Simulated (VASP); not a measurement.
# Au (P6_3/mmc) in VASP: a series of runs, part 3 of 3

VASP 6.6.1. Earlier steps stand in the parts before.

## Step 4: Density of states, PBE

This run uses another cell than the first one, of 17.77 Å³/atom, 1.063 times its volume.

POSCAR

```
Au
1.0
    2.8999984104      0.0000000000      0.0000000000
   -1.4499992052      2.5114722944      0.0000000000
    0.0000000000      0.0000000000      4.8800000000
Au
2
Direct
    0.3333333333      0.6666666667      0.7500000000
    0.6666666667      0.3333333333      0.2500000000
```

INCAR.step1

```
ALGO = Normal
EDIFF = 1E-7
ENCUT = 520
GGA = PE
ISIF = 2
ISMEAR = -1
LASPH = True
LCHARG = True
LMAXMIX = 4
LREAL = False
LWAVE = False
NBANDS = 18
NELM = 60
PREC = Accurate
SIGMA = 0.03
```

KPOINTS.step1

```
k-points
0
Gamma
  14 14 8
```

INCAR.step2

```
ALGO = Normal
EDIFF = 1E-7
ENCUT = 520
GGA = PE
ICHARG = 11
ISIF = 2
ISMEAR = -5
LASPH = True
LCHARG = False
LMAXMIX = 4
LORBIT = 11
LREAL = False
LWAVE = False
NEDOS = 2001
NELM = 60
PREC = Accurate
SIGMA = 0.03
```

KPOINTS.step2

```
k-points
0
Gamma
  21 21 12
```

Potentials or basis: VASP PAW PBE potentials, release 64 (Au).

Launch:

```sh
$ cat potpaw_PBE.64/Au/POTCAR > POTCAR
$ cp INCAR.step1 INCAR
$ cp KPOINTS.step1 KPOINTS
$ mpirun -np 1 vasp_std > vasp.out
$ cp INCAR.step2 INCAR
$ cp KPOINTS.step2 KPOINTS
$ mpirun -np 1 vasp_std > vasp.out
```

OUTCAR:

```text
EDIFF = 1E-7
   ENCUT = 520
   GGA = PE
   ICHARG = 11
   ISIF = 2
   ISMEAR = -5
   LASPH = True
   LORBIT = 11
   LREAL = False
   NELM = 60
   PREC = Accurate

 ion  position               nearest neighbor table
   1  0.333  0.667  0.750-   2 2.96   2 2.96   2 2.96   2 2.96   2 2.96   2 2.96
   2  0.667  0.333  0.250-   1 2.96   1 2.96   1 2.96   1 2.96   1 2.96   1 2.96

  LATTYP: Found a hexagonal cell.
 ALAT       =     2.8999984104
 C/A-ratio  =     1.6827595431

  Lattice vectors:

 A1 = (   2.8999984104,   0.0000000000,   0.0000000000)
 A2 = (  -1.4499992052,   2.5114722944,   0.0000000000)
 A3 = (   0.0000000000,   0.0000000000,   4.8800000000)

Analysis of symmetry for initial positions (statically):
=====================================================================
 Subroutine PRICEL returns:
 Original cell was already a primitive cell.

 Routine SETGRP: Setting up the symmetry group for a
 hexagonal supercell.

 Subroutine GETGRP returns: Found 24 space group operations
 (whereof 12 operations were pure point group operations)
 out of a pool of 24 trial point group operations.

The static configuration has the point symmetry D_3d.
 The point group associated with its full space group is D_6h.

Analysis of symmetry for dynamics (positions and initial velocities):
=====================================================================
 Subroutine PRICEL returns:
 Original cell was already a primitive cell.

 Routine SETGRP: Setting up the symmetry group for a
 hexagonal supercell.

 Subroutine GETGRP returns: Found 24 space group operations
 (whereof 12 operations were pure point group operations)
 out of a pool of 24 trial point group operations.

The dynamic configuration has the point symmetry D_3d.
 The point group associated with its full space group is D_6h.

 Subroutine INISYM returns: Found 24 space group operations
 (whereof 12 operations are pure point group operations),
 and found     1 'primitive' translations

[... 135 lines left out ...]

 Free energy of the ion-electron system (eV)
  ---------------------------------------------------
  ext. energy  EPLUGINS =         0.00000000
  ---------------------------------------------------
  free energy    TOTEN  =        -6.42826516 eV

  energy without entropy =       -6.42826516  energy(sigma->0) =       -6.42826516

 E-fermi :   8.7910     XC(G=0): -12.4653

 val. band max:        8.7575045798   @ k =   0.1429   0.1429   0.2500
 cond. band min:       8.7880948109   @ k =   0.4762   0.0000   0.4167
 fundamental gap:      0.0305902311
 Fermi energy:         8.7909945710

 k-point     1 :       0.0000    0.0000    0.0000
  band No.  band energies     occupation
      1      -0.6308      2.00000
      2       1.7587      2.00000
      3       4.1409      2.00000
      4       4.4156      2.00000
      5       4.4156      2.00000
      6       4.7021      2.00000
      7       4.7021      2.00000
      8       5.3655      2.00000
      9       5.3655      2.00000
     10       6.6276      2.00000
     11       6.6276      2.00000
     12       7.8281      2.00000
     13      11.2403      0.00000
     14      23.4057      0.00000
[... 401 lines left out ...]
      2       2.8362      2.00000
      3       3.7184      2.00000
      4       3.8920      2.00000
      5       4.2947      2.00000
      6       4.6431      2.00000
      7       5.0547      2.00000
      8       5.2285      2.00000
      9       5.6563      2.00000
     10       5.9560      2.00000
     11       6.7306      2.00000
     12      11.4492      0.00000
     13      12.0121      0.00000
     14      18.7852      0.00000
     15      20.7246      0.00000

 [... further k-points ...]

------------------------ aborting loop because EDIFF is reached ----------------------------------------

  FORCE on cell =-STRESS in cart. coord.  units (eV):
  Direction    XX          YY          ZZ          XY          YZ          ZX
  --------------------------------------------------------------------------------------
  -------------------------------------------------------------------------------------
  Total        0.2898411      0.2898411      0.2040090      0.0000000      0.0000000      0.0000000
  in kB       13.0654581     13.0654581      9.1963192      0.0000000      0.0000000      0.0000000
  external PRESSURE =      11.7757451 kB  Pullay stress =       0.0000000 kB

 VOLUME and BASIS-vectors are now :
 -----------------------------------------------------------------------------
  energy-cutoff  :      520.00
  volume of cell :       35.54
      direct lattice vectors                 reciprocal lattice vectors
     2.899998410  0.000000000  0.000000000     0.344827775  0.199086409  0.000000000
    -1.449999205  2.511472294  0.000000000     0.000000000  0.398172818  0.000000000
     0.000000000  0.000000000  4.880000000     0.000000000  0.000000000  0.204918033

 POSITION                                       TOTAL-FORCE (eV/Angst)
 -----------------------------------------------------------------------------------
     -0.00000      1.67431      3.66000        -0.000000      0.000000      0.000000
      1.45000      0.83716      1.22000         0.000000     -0.000000      0.000000
 -----------------------------------------------------------------------------------
    total drift:                               -0.000000      0.000000     -0.000000

  FREE ENERGIE OF THE ION-ELECTRON SYSTEM (eV)
  ---------------------------------------------------
  free  energy   TOTEN  =        -6.4282651638 eV

  energy  without entropy=       -6.4282651638  energy(sigma->0) =       -6.42826516

 total charge

# of ion       s       p       d       tot
------------------------------------------
    1        0.528   0.323   8.760   9.612
    2        0.528   0.323   8.760   9.612
--------------------------------------------------
tot          1.056   0.647  17.521  19.224
```

OUTCAR.step1:

```text
EDIFF = 1E-7
   ENCUT = 520
   GGA = PE
   ISIF = 2
   ISMEAR = -1
[... 728 lines left out ...]
 -----------------------------------------------------------------------------------
     -0.00000      1.67431      3.66000         0.000000      0.000000      0.000000
      1.45000      0.83716      1.22000        -0.000000      0.000000      0.000000
 -----------------------------------------------------------------------------------
    total drift:                               -0.000000      0.000000     -0.000000

  FREE ENERGIE OF THE ION-ELECTRON SYSTEM (eV)
  ---------------------------------------------------
  free  energy   TOTEN  =        -6.4173135842 eV

  energy  without entropy=       -6.4133986763  energy(sigma->0) =       -6.41535613
```

OSZICAR.step1:

```text
N       E                     dE             d eps       ncg     rms          rms(c)
DAV:   1     0.122726055960E+03    0.12273E+03   -0.11750E+04  4328   0.119E+03
DAV:   2    -0.488489791539E+01   -0.12761E+03   -0.12150E+03  4582   0.258E+02
DAV:   3    -0.694000643121E+01   -0.20551E+01   -0.20434E+01  5074   0.332E+01
DAV:   4    -0.694884057242E+01   -0.88341E-02   -0.88333E-02  4752   0.230E+00
DAV:   5    -0.694892437039E+01   -0.83798E-04   -0.83798E-04  4852   0.239E-01    0.116E+01
DAV:   6    -0.645165734140E+01    0.49727E+00   -0.95885E-01  4446   0.896E+00    0.761E+00
DAV:   7    -0.642112694063E+01    0.30530E-01   -0.87926E-02  4792   0.269E+00    0.337E+00
DAV:   8    -0.641732812048E+01    0.37988E-02   -0.72561E-03  4502   0.684E-01    0.339E-01
DAV:   9    -0.641729954932E+01    0.28571E-04   -0.40594E-05  4852   0.554E-02    0.269E-02
DAV:  10    -0.641731391240E+01   -0.14363E-04   -0.67317E-06  4820   0.253E-02    0.700E-03
DAV:  11    -0.641731358729E+01    0.32510E-06   -0.16176E-07  4358   0.301E-03    0.881E-04
DAV:  12    -0.641731358420E+01    0.30955E-08   -0.97470E-09  2306   0.777E-04
   1 F= -.64173136E+01 E0= -.64153561E+01  d E =-.391491E-02
```

It took 75 s on 1 thread of Intel Xeon 6975P-C, shared host; peak memory 0.27 GiB.

What came out:

```yaml
Valence_electrons_inside_the_program's_atomic_spheres: Au 9.61
```

Caveat: spin-orbit coupling is left out, which moves the levels of the heavy elements; tetrahedron occupations give inexact forces and stress in metals.

## Step 5: Electric field gradients, PBE

This run uses another cell than the first one, of 17.77 Å³/atom, 1.063 times its volume.

INCAR

```
SYSTEM = Au
ALGO = Normal
EDIFF = 1E-8
ENCUT = 520
GGA = PE
ISIF = 2
ISMEAR = -1
LASPH = .TRUE.
LCHARG = .FALSE.
LEFG = .TRUE.
LREAL = .FALSE.
LWAVE = .FALSE.
NBANDS = 18
NELM = 100
PREC = Accurate
SIGMA = 0.03
```

KPOINTS

```
k-points
0
G
  14 14 8
  0 0 0
```

POSCAR is that of step 4.

Potentials or basis: VASP PAW PBE potentials, release 64 (Au).

Launch:

```sh
$ cat potpaw_PBE.64/Au/POTCAR > POTCAR
$ mpirun -np 1 vasp_std > vasp.out
```

OUTCAR:

```text
SYSTEM = Au
   EDIFF = 1E-8
   ENCUT = 520
   GGA = PE
   ISIF = 2
   ISMEAR = -1
   LASPH = .TRUE.
   LREAL = .FALSE.
   NELM = 100
   PREC = Accurate

 ion  position               nearest neighbor table
   1  0.333  0.667  0.750-   2 2.96   2 2.96   2 2.96   2 2.96   2 2.96   2 2.96
   2  0.667  0.333  0.250-   1 2.96   1 2.96   1 2.96   1 2.96   1 2.96   1 2.96

  LATTYP: Found a hexagonal cell.
 ALAT       =     2.8999984104
 C/A-ratio  =     1.6827595431

  Lattice vectors:

 A1 = (   2.8999984104,   0.0000000000,   0.0000000000)
 A2 = (  -1.4499992052,   2.5114722944,   0.0000000000)
[... 719 lines left out ...]
  free  energy   TOTEN  =        -6.4173135931 eV

  energy  without entropy=       -6.4133986819  energy(sigma->0) =       -6.41535614

 Electric field gradients (V/A^2)
---------------------------------------------------------------------
 ion       V_xx      V_yy      V_zz      V_xy      V_xz      V_yz
---------------------------------------------------------------------
   1     -10.963   -10.963    21.926    -0.000     0.000    -0.000
   2     -10.963   -10.963    21.926    -0.000    -0.000     0.000
---------------------------------------------------------------------

 Electric field gradients after diagonalization (V/A^2)
 (convention: |V_zz| > |V_xx| > |V_yy|)
----------------------------------------------------------------------
 ion       V_xx      V_yy      V_zz     asymmetry (V_yy - V_xx)/ V_zz
----------------------------------------------------------------------
   1     -10.963   -10.963    21.926       0.000
   2     -10.963   -10.963    21.926       0.000
----------------------------------------------------------------------

           NMR quadrupolar parameters

 Cq : quadrupolar parameter    Cq=e*Q*V_zz/h
 eta: asymmetry parameters     (V_yy - V_xx)/ V_zz
 Q  : nuclear electric quadrupole moment in mb (millibarn)
----------------------------------------------------------------------
 ion       Cq(MHz)       eta       Q (mb)
----------------------------------------------------------------------
   1       0.053       0.000       1.000
   2       0.053       0.000       1.000
----------------------------------------------------------------------
```

Wall time 57 s (1 thread of Intel Xeon Platinum 8488C (Sapphire Rapids), shared host); peak memory 0.2 GiB.

What came out:

| Property | Result |
| --- | --- |
| Free energy | -6.4173 eV |
| Pressure | 1.8 GPa |
| Band gap on the k mesh | zero (band 11 reaches 12.56 eV, above the bottom of band 12 at 6.20 eV) |

Stress tensor (GPa, compression positive):
```
1.99 0.00 0.00
0.00 1.99 0.00
0.00 0.00 1.31
```

Electric field gradients, principal values (V/Å²):
| atom | least | middle | greatest (by size) |
| --- | --- | --- | --- |
| 1 Au | -10.963 | -10.963 | 21.926 |
| 2 Au | -10.963 | -10.963 | 21.926 |

Caveat: without QUAD_EFG the Cq values of the log hold for a quadrupole moment of 1 mb, not for the nuclei; spin-orbit coupling is left out, which moves the levels of the heavy elements.

## Step 6: Overview

| task | cell | k mesh for the DOS | occupations for the DOS | gap on the mesh (eV) | pressure (GPa) |
| --- | --- | --- | --- | --- | --- |
| electric field gradients | a = 2.841, b = 2.841, c = 4.781 Å, angles 90.0, 90.0, 120.0°, 2 atoms | - | - | none | 12.4 |
| electric field gradients | a = 2.900, b = 2.900, c = 4.880 Å, angles 90.0, 90.0, 120.0°, 2 atoms | - | - | none | 1.8 |
| density of states | a = 2.900, b = 2.900, c = 4.880 Å, angles 90.0, 90.0, 120.0°, 2 atoms | 21 × 21 × 12 | tetrahedron | - | - |

Alike in all rows: level PBE; potentials or basis VASP PAW PBE potentials, release 64 (Au); no spin polarisation; k mesh 14 × 14 × 8; cutoff (eV) 520; smearing fermi-dirac 0.03 eV.

Caveats: spin-orbit coupling is left out, which moves the levels of the heavy elements; tetrahedron occupations give inexact forces and stress in metals (some runs).

Absolute energies hang on the potentials; compare differences alone.
